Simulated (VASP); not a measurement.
Mg16O17 (a cell with a defect) (O interstitial hop between voids), 33 atoms in the cell. The cell holds a defect, 33 atoms: a = 7.369 Å, b = 7.369 Å, c = 7.369 Å, α = 109.47°, β = 109.47°, γ = 109.47°. 

```yaml
Program: VASP 6.6.1
Task: single point
Functional: PBE
Potentials_or_basis: VASP PAW PBE potentials, release 64 (Mg, O)
Cutoff: 520 eV
k_mesh: 1 × 1 × 1, shifted
Occupations: fermi-dirac, width 0.01 eV
Spin: no spin polarisation
Dipole_correction: no
Charge: -2
Further_INCAR_settings: LREAL = Auto; ALGO = Normal; EDIFF = 1e-06; NBANDS = 89; NELECT = 136.0
```

Potentials or basis: VASP PAW PBE potentials, release 64 (Mg, O).

Run with:

```console
$ cat potpaw_PBE.64/Mg/POTCAR potpaw_PBE.64/O/POTCAR > POTCAR
$ mpirun -np 1 vasp_std > vasp.out
```

Hardware: 1 thread of AMD EPYC 9R14 (Zen 4), with other jobs on the host.

Task: How long does it take, and how much memory?

Result: Run time: 79 s on 1 thread of AMD EPYC 9R14 (Zen 4) (shared host), peak memory 0.36 GiB. Counts: scf iterations 14, k points 1.
